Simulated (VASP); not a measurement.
# W2Se (F-43m) in VASP: single point with PBE

Aim: the single point of W2Se with PBE.

Program: VASP 6.6.1. These are calculated values, not measurements. Logs are shortened: lines on timing, memory, paths and dates and some standing lists are left out, and cuts for length are marked.

## 1. The cell of the first run

The structure is cubic, space group F-43m (No. 216). Conventional cell: a = 6.090 Å, b = 6.090 Å, c = 6.090 Å, α = 90.00°, β = 90.00°, γ = 90.00°. Within 3.5 Å of W (site symmetry -43m) lie 4 Se at 2.64 Å and 4 W at 2.64 Å. W (site symmetry -43m) has 4 W at 2.64 Å and 6 Se at 3.05 Å within 3.5 Å. Within 3.5 Å of Se (site symmetry -43m) lie 10 W at 2.64 to 3.05 Å.

The cell was generated, and may not be a known phase.

## 2. Single point, PBE

INCAR reads:

```
ALGO     = Normal         # electronic algorithm
EDIFF    = 1E-6           # SCF threshold, eV
ENCUT    = 500            # plane-wave cutoff, eV
GGA      = PE             # functional
GGA_COMPAT= False        
ISIF     = 2              # what is computed and relaxed
ISMEAR   = 0              # smearing method
LASPH    = True           # aspherical terms in the spheres
LCHARG   = False          # write CHGCAR
LREAL    = False          # projectors in reciprocal space
LWAVE    = False          # write WAVECAR
NBANDS   = 24             # bands
NELM     = 120            # most SCF steps
PREC     = Accurate       # precision mode
SIGMA    = 0.2            # smearing width, eV
```

KPOINTS reads:

```
k-points
0
Gamma
  6 6 6
```

POSCAR reads:

```
W2Se
1.0
    0.0000000000      3.0450866879      3.0450866879
    3.0450866879      0.0000000000      3.0450866879
    3.0450866879      3.0450866879      0.0000000000
W Se
2 1
Direct
    0.7500000000      0.7500000000      0.7500000000
    0.5000000000      0.5000000000      0.5000000000
    0.0000000000      0.0000000000      0.0000000000
```

Potentials or basis: VASP PAW PBE potentials, release 64 (W_sv, Se).

The run is started by

```sh
$ cat potpaw_PBE.64/W_sv/POTCAR potpaw_PBE.64/Se/POTCAR > POTCAR
$ mpirun -np 1 vasp_std > vasp.out
```

OUTCAR:

```text
EDIFF = 1E-6
   ENCUT = 500
   GGA = PE
   ISIF = 2
   ISMEAR = 0
   LASPH = True
   LREAL = False
   NELM = 120
   PREC = Accurate

 ion  position               nearest neighbor table
   1  0.750  0.750  0.750-   2 2.64   2 2.64   2 2.64   2 2.64   3 2.64   3 2.64   3 2.64   3 2.64

   2  0.500  0.500  0.500-   1 2.64   1 2.64   1 2.64   1 2.64   3 3.05   3 3.05   3 3.05   3 3.05
                             3 3.05   3 3.05
   3  0.000  0.000  0.000-   1 2.64   1 2.64   1 2.64   1 2.64   2 3.05   2 3.05   2 3.05   2 3.05
                             2 3.05   2 3.05

  LATTYP: Found a face centered cubic cell.
 ALAT       =     6.0901733758

  Lattice vectors:

 A1 = (   0.0000000000,   3.0450866879,   3.0450866879)
 A2 = (   3.0450866879,   0.0000000000,   3.0450866879)
 A3 = (   3.0450866879,   3.0450866879,   0.0000000000)

Analysis of symmetry for initial positions (statically):
=====================================================================
 Subroutine PRICEL returns:
 Original cell was already a primitive cell.

 Routine SETGRP: Setting up the symmetry group for a
 face centered cubic supercell.

 Subroutine GETGRP returns: Found 24 space group operations
 (whereof 24 operations were pure point group operations)
 out of a pool of 48 trial point group operations.

The static configuration has the point symmetry T_d .

Analysis of symmetry for dynamics (positions and initial velocities):
=====================================================================
 Subroutine PRICEL returns:
 Original cell was already a primitive cell.

 Routine SETGRP: Setting up the symmetry group for a
 face centered cubic supercell.

 Subroutine GETGRP returns: Found 24 space group operations
 (whereof 24 operations were pure point group operations)
 out of a pool of 48 trial point group operations.

The dynamic configuration has the point symmetry T_d .

 Subroutine INISYM returns: Found 24 space group operations
 (whereof 24 operations are pure point group operations),
 and found     1 'primitive' translations

----------------------------------------------------------------------------------------

                                     Primitive cell

  volume of cell :      56.4715

  direct lattice vectors                    reciprocal lattice vectors
     0.000000000  3.045086688  3.045086688    -0.164198938  0.164198938  0.164198938
     3.045086688  0.000000000  3.045086688     0.164198938 -0.164198938  0.164198938
     3.045086688  3.045086688  0.000000000     0.164198938  0.164198938 -0.164198938

  length of vectors
     4.306402893  4.306402893  4.306402893     0.284400903  0.284400903  0.284400903

  position of ions in fractional coordinates (direct lattice)
     0.750000000  0.750000000  0.750000000
     0.500000000  0.500000000  0.500000000
     0.000000000  0.000000000  0.000000000

  ion indices of the primitive-cell ions
   primitive index   ion index
                 1           1
                 2           2
                 3           3

----------------------------------------------------------------------------------------

 KPOINTS: k-points

Automatic generation of k-mesh.
 Grid dimensions read from file:
 generate k-points for:    6    6    6

 Generating k-lattice:

  Cartesian coordinates                     Fractional coordinates (reciprocal lattice)
    -0.027366490  0.027366490  0.027366490     0.166666667  0.000000000  0.000000000
     0.027366490 -0.027366490  0.027366490     0.000000000  0.166666667  0.000000000
     0.027366490  0.027366490 -0.027366490     0.000000000  0.000000000  0.166666667

  Length of vectors
     0.047400151  0.047400151  0.047400151

  Shift w.r.t. Gamma in fractional coordinates (k-lattice)
     0.000000000  0.000000000  0.000000000

 Subroutine IBZKPT returns following result:
 ===========================================

 Found     16 irreducible k-points:

 Following reciprocal coordinates:
            Coordinates               Weight
  0.000000  0.000000  0.000000      1.000000
  0.166667  0.000000  0.000000      8.000000
  0.333333  0.000000  0.000000      8.000000
  0.500000  0.000000  0.000000      4.000000
  0.166667  0.166667  0.000000      6.000000
  0.333333  0.166667  0.000000     24.000000
[... 8 lines left out ...]
 -0.333333  0.333333  0.166667     24.000000
 -0.333333  0.500000  0.166667     12.000000
   k-points           NKPTS =     16   k-points in BZ     NKDIM =     16   number of bands    NBANDS=     24
   number of dos      NEDOS =    301   number of ions     NIONS =      3
   total plane-waves  NPLWV =  32768
   dimension x,y,z NGX =    32 NGY =   32 NGZ =   32
   dimension x,y,z NGXF=    64 NGYF=   64 NGZF=   64
   ions per type =               2   1
   NGX,Y,Z   is equivalent  to a cutoff of  12.35, 12.35, 12.35 a.u.
   NGXF,Y,Z  is equivalent  to a cutoff of  24.71, 24.71, 24.71 a.u.
 SYSTEM =  unknown system
   PREC   = accura    normal or accurate (medium, high low for compatibility)
   ISTART =      0    job   : 0-new  1-cont  2-samecut
   ICHARG =      2    charge: 1-file 2-atom 10-const
   ISPIN  =      1    spin polarized calculation?
   LNONCOLLINEAR =      F non collinear calculations
   LSORBIT =      F    spin-orbit coupling
   LASPH  =      T    aspherical Exc in radial PAW
   ENCUT  =  500.0 eV  36.75 Ry    6.06 a.u.   7.85  7.85  7.85*2*pi/ulx,y,z
   NELM   =    120;   NELMIN=  2; NELMDL= -5     # of ELM steps
   EDIFF  = 0.1E-05   stopping-criterion for ELM
   LREAL  =      F    real-space projection
   EDIFFG = 0.1E-04   stopping-criterion for IOM
   NSW    =      0    number of steps for IOM
   IBRION =     -1    ionic relax: 0-MD 1-quasi-New 2-CG
   NFREE  =      0    steps in history (QN), initial steepest desc. (CG)
   ISIF   =      2    stress and relaxation
   ISYM   =      2    0-nonsym 1-usesym 2-fastsym
   POTIM  = 0.5000    time-step for ionic-motion
   TEBEG  =    0.0;   TEEND  =   0.0 temperature during run
   PSTRESS=    0.0 pullay stress
   NELECT =      34.0000    total number of electrons
   NUPDOWN=      -1.0000    fix difference up-down
   EMIN   =  10.00;   EMAX   =-10.00  energy-range for DOS
   EFERMI =   0.00;   METHOD = LEGACY
   ISMEAR =     0;   SIGMA  =   0.20  broadening in eV -4-tet -1-fermi 0-gaus
   EFERMI_NEDOS =   21; number of points for ismear=-14 and -15
   IALGO  =     38    algorithm
   IMIX   =      4    mixing-type and parameters
     AMIX     =   0.40;   BMIX     =  1.00
     AMIX_MAG =   1.60;   BMIX_MAG =  1.00
  volume/ion in A,a.u.               =      18.82       127.03
  Fermi-wavevector in a.u.,A,eV,Ry     =   1.382372  2.612304 26.000071  1.910951
  Thomas-Fermi vector in A             =   2.507069
   LORBIT       =      0    0 simple, 1 ext, 2 COOP (PROOUT), +10 PAW based schemes
   GGA     = PE    functional components
   LHFCALC =     F    Hartree Fock is set to
   AEXX    =    0.0000 exact exchange contribution
   IVDW    =     0    specifies the selected vdW correction
   LEPSILON=     F    determine dielectric tensor
   LRPA    =     F    only Hartree local field effects (RPA)
 non-spin polarized calculation
 Gauss-broadening in eV      SIGMA  =   0.20
  energy-cutoff  :      500.00
  volume of cell :       56.47
 maximum number of plane-waves:      1459
   NGX = 15   NGY = 15   NGZ = 15

 number of electron      34.0000001 magnetization

 Free energy of the ion-electron system (eV)
  ---------------------------------------------------
  ext. energy  EPLUGINS =         0.00000000
  ---------------------------------------------------
  free energy    TOTEN  =       -26.92686052 eV

  energy without entropy =      -26.90494647  energy(sigma->0) =      -26.91590349

 E-fermi :   8.3011     XC(G=0): -11.8214

 val. band max:        8.2825215050   @ k =   0.5000   0.1667   0.0000
 cond. band min:       8.3977122857   @ k =  -0.3333   0.3333   0.0000
 fundamental gap:      0.1151907807
 Fermi energy:         8.3010563128

 k-point     1 :       0.0000    0.0000    0.0000
  band No.  band energies     occupation
      1     -65.4458      2.00000
      2     -64.8750      2.00000
      3     -29.8403      2.00000
      4     -29.8403      2.00000
      5     -29.8403      2.00000
      6     -29.0695      2.00000
[... 16 lines left out ...]
     23      12.1801      0.00000
     24      16.5006      0.00000

 k-point     2 :       0.1667    0.0000    0.0000
  band No.  band energies     occupation
      1     -65.4428      2.00000
      2     -64.8779      2.00000
      3     -29.8560      2.00000
      4     -29.8560      2.00000
      5     -29.8392      2.00000
      6     -29.0752      2.00000
[... 16 lines left out ...]
     23      12.1782      0.00000
     24      14.9912      0.00000

 k-point     3 :       0.3333    0.0000    0.0000
  band No.  band energies     occupation
      1     -65.4370      2.00000
      2     -64.8841      2.00000
      3     -29.8855      2.00000
      4     -29.8855      2.00000
      5     -29.8387      2.00000
      6     -29.0849      2.00000
[... 16 lines left out ...]
     23      12.1379      0.00000
     24      14.1524      0.00000

 k-point     4 :       0.5000    0.0000    0.0000
  band No.  band energies     occupation
      1     -65.4340      2.00000
      2     -64.8872      2.00000
      3     -29.8995      2.00000
      4     -29.8995      2.00000
      5     -29.8392      2.00000
      6     -29.0888      2.00000
[... 16 lines left out ...]
     23      12.1728      0.00000
     24      14.7539      0.00000

 k-point     5 :       0.1667    0.1667    0.0000
  band No.  band energies     occupation
      1     -65.4419      2.00000
      2     -64.8790      2.00000
      3     -29.8744      2.00000
      4     -29.8744      2.00000
      5     -29.8086      2.00000
      6     -29.1079      2.00000
[... 16 lines left out ...]
     23      12.4670      0.00000
     24      15.7139      0.00000

 k-point     6 :       0.3333    0.1667    0.0000
  band No.  band energies     occupation
      1     -65.4370      2.00000
      2     -64.8841      2.00000
      3     -29.9105      2.00000
      4     -29.9043      2.00000
      5     -29.7830      2.00000
      6     -29.1385      2.00000
[... 16 lines left out ...]
     23      12.6991      0.00000
     24      14.0273      0.00000
[... 163 lines left out ...]
 k-point    13 :       0.5000    0.5000    0.0000
  band No.  band energies     occupation
      1     -65.4299      2.00000
      2     -64.8914      2.00000
      3     -29.9631      2.00000
      4     -29.9631      2.00000
      5     -29.6861      2.00000
      6     -29.2499      2.00000
[... 16 lines left out ...]
     23      13.5222      0.00000
     24      14.9666      0.00000

 k-point    14 :       0.5000    0.3333    0.1667
  band No.  band energies     occupation
      1     -65.4330      2.00000
      2     -64.8882      2.00000
      3     -29.9542      2.00000
      4     -29.9245      2.00000
      5     -29.7377      2.00000
      6     -29.1856      2.00000
[... 16 lines left out ...]
     23      12.8367      0.00000
     24      14.0196      0.00000

 k-point    15 :      -0.3333    0.3333    0.1667
  band No.  band energies     occupation
      1     -65.4309      2.00000
      2     -64.8903      2.00000
      3     -29.9708      2.00000
      4     -29.9389      2.00000
      5     -29.7126      2.00000
      6     -29.2100      2.00000
[... 16 lines left out ...]
     23      13.2719      0.00000
     24      14.2481      0.00000

 k-point    16 :      -0.3333    0.5000    0.1667
  band No.  band energies     occupation
      1     -65.4299      2.00000
      2     -64.8914      2.00000
      3     -29.9655      2.00000
      4     -29.9651      2.00000
      5     -29.6836      2.00000
      6     -29.2431      2.00000
[... 16 lines left out ...]
     23      13.6886      0.00000
     24      14.5740      0.00000

------------------------ aborting loop because EDIFF is reached ----------------------------------------

  FORCE on cell =-STRESS in cart. coord.  units (eV):
  Direction    XX          YY          ZZ          XY          YZ          ZX
  --------------------------------------------------------------------------------------
  -------------------------------------------------------------------------------------
  Total       -0.0607814     -0.0607814     -0.0607814      0.0000000      0.0000000      0.0000000
  in kB       -1.7244562     -1.7244562     -1.7244562      0.0000000      0.0000000      0.0000000
  external PRESSURE =      -1.7244562 kB  Pullay stress =       0.0000000 kB

 VOLUME and BASIS-vectors are now :
 -----------------------------------------------------------------------------
  energy-cutoff  :      500.00
  volume of cell :       56.47
      direct lattice vectors                 reciprocal lattice vectors
     0.000000000  3.045086688  3.045086688    -0.164198938  0.164198938  0.164198938
     3.045086688  0.000000000  3.045086688     0.164198938 -0.164198938  0.164198938
     3.045086688  3.045086688  0.000000000     0.164198938  0.164198938 -0.164198938

 POSITION                                       TOTAL-FORCE (eV/Angst)
 -----------------------------------------------------------------------------------
      4.56763      4.56763      4.56763         0.000000      0.000000      0.000000
      3.04509      3.04509      3.04509        -0.000000      0.000000     -0.000000
      0.00000      0.00000      0.00000        -0.000000     -0.000000     -0.000000
 -----------------------------------------------------------------------------------
    total drift:                                0.000000      0.000000      0.000000

  FREE ENERGIE OF THE ION-ELECTRON SYSTEM (eV)
  ---------------------------------------------------
  free  energy   TOTEN  =       -26.9268605219 eV

  energy  without entropy=      -26.9049464677  energy(sigma->0) =      -26.91590349
```

Run time: 14 s. Hardware: 1 thread of Intel Xeon 8259CL, shared host; peak memory 0.18 GiB.

What came out:

```yaml
Free_energy: -26.9269 eV
Pressure: -0.2 GPa
Band_gap_on_the_k_mesh: zero (bands 17 and 18 overlap by 1.52 eV)
```

Caveat: spin-orbit coupling is left out, which moves the levels of the heavy elements.

The gap in the log of VASP goes by the Fermi energy; the results here count the filled bands.